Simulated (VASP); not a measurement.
A run of VASP 6.6.1 is set up as follows.

File INCAR:

```
SYSTEM = TaN
ALGO = Normal
EDIFF = 1E-6
ENCUT = 700
GGA = PS
GGA_COMPAT = .FALSE.
ISIF = 2
ISMEAR = 0
LASPH = .TRUE.
LCHARG = .TRUE.
LELF = .TRUE.
LREAL = .FALSE.
LVHAR = .TRUE.
LWAVE = .FALSE.
NBANDS = 26
NELM = 120
PREC = Accurate
SIGMA = 0.15
```

KPOINTS

```
k-points
0
G
  18 18 10
  0 0 0
```

File POSCAR:

```
TaN
1.0
    3.0957511069      0.0000000000      0.0000000000
   -1.5478755535      2.6809991023      0.0000000000
    0.0000000000      0.0000000000      4.7918000000
Ta N
2 2
Direct
    0.3333333333      0.6666666667      0.0000000000
    0.6666666667      0.3333333333      0.5000000000
    0.3333333333      0.6666666667      0.3850000000
    0.6666666667      0.3333333333      0.8850000000
```

Potentials or basis: VASP PAW PBE potentials, release 64 (Ta_sv_GW, N).

Run with:

```console
$ cat potpaw_PBE.64/Ta_sv_GW/POTCAR potpaw_PBE.64/N/POTCAR > POTCAR
$ mpirun -np 1 vasp_std > vasp.out
```

Question: Estimate the band gap on the k mesh.

Answer: Zero (bands 18 and 19 overlap by 2.79 eV).

Question: What does it give for the largest force?

Answer: 0.156 eV/Å.

Question: What does it give for the pressure?

Answer: 126.5 GPa.

Stress tensor (GPa, compression positive):
```
126.42   0.00   0.00
  0.00 126.42   0.00
  0.00   0.00 126.57
```

Caveat: the cell differs from its parent crystal (strain +0.015 along x and y, -0.030 along z); the cell stands under pressure; the PAW data sets were made with another functional, which shifts forces and pressure a little; spin-orbit coupling is left out, which moves the levels of the heavy elements.
